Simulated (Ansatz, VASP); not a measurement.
**Ge3Pt: VASP beside Ansatz**

The input INCAR:

```
SYSTEM = Ge3Pt
ALGO     = Normal         ! electronic algorithm
EDIFF    = 1E-7           ! SCF threshold, eV
EDIFFG   = -0.04          ! ionic threshold
ENCUT    = 600            ! plane-wave cutoff, eV
GGA      = PE             ! functional
IBRION   = 2              ! ionic algorithm
ISIF     = 3              ! what is computed and relaxed
ISMEAR   = 0              ! smearing method
LASPH    = .TRUE.         ! aspherical terms in the spheres
LCHARG   = .FALSE.        ! write CHGCAR
LREAL    = .FALSE.        ! projectors in reciprocal space
LWAVE    = .FALSE.        ! write WAVECAR
NELM     = 100            ! most SCF steps
NSW      = 90             ! ionic steps
PREC     = Accurate       ! precision mode
SIGMA    = 0.1            ! smearing width, eV
```

File KPOINTS:

```
k-points
0
G
  6 6 4
  0 0 0
```

The input POSCAR:

```
Ge3Pt
1.0
    3.5420690300      0.0000000000      0.0000000000
    0.0000000000      3.5420690300      0.0000000000
    0.0000000000      0.0000000000      7.2247340800
Ge Pt
3 1
Direct
    0.0000000000      0.0000000000      0.6509379100
    0.0000000000      0.0000000000      0.3490620900
    0.5000000000      0.5000000000      0.0000000000
    0.0000000000      0.0000000000      0.0000000000
```

Input for Ansatz:

```yaml
crystal:
  lattice:
    - [3.54206903, 0.0, 0.0]
    - [0.0, 3.54206903, 0.0]
    - [0.0, 0.0, 7.22473408]
  atoms:
    - { symbol: Ge, position: [0.0, 0.0, 0.65093791] }
    - { symbol: Ge, position: [0.0, 0.0, 0.34906209] }
    - { symbol: Ge, position: [0.5, 0.5, 0.0] }
    - { symbol: Pt, position: [0.0, 0.0, 0.0] }
basis:
  ecutwfc: 420
kpoints:
  mp_grid: { grid: [6, 6, 4] }
hamiltonian:
  xc: pbe
scf:
  occupations: { method: gaussian, width: 0.1 }
  lower_state_search: "off"
output:
  forces: true
  stress: true
  eigenvalues: true
relax:
  adjacent_minimum: "off"
  f_tol: 0.04
  max_steps: 70
  cell: { stress_tol: 0.4 }
```

Alike in both runs: task relaxation of cell and atoms; functional PBE; k mesh 6 × 6 × 4; occupations gaussian, width 0.1 eV; no spin polarisation.

|  | VASP | Ansatz |
| --- | --- | --- |
| version | VASP 6.6.1 | Ansatz 0.2.0 |
| potentials or method | VASP PAW PBE potentials, release 64 (Ge_d, Pt), cutoff 600 eV | scalar-relativistic, plane waves, PAW |
| valence electrons in the cell | 52 | 60 |

VASP gave:

```
gap on the k mesh at the Fermi level, each at its own relaxed structure (eV) : none
relaxed volume (Å³/atom)                                                     : 23.72
relaxed cell length with the largest relative difference (Å)                 : 3.505
```

Task: Estimate Ansatz's values.

Result: gap on the k mesh at the Fermi level, each at its own relaxed structure (eV): none; relaxed volume (Å³/atom): 23.68; relaxed cell length with the largest relative difference (Å): 3.503.

A gap of «none» marks a metal or a gap that the smearing closes. VASP's potentials hold 52 valence electrons a cell and Ansatz's 60, so a difference there can come from the potentials and not from the codes.

Neither program's run includes spin-orbit coupling.
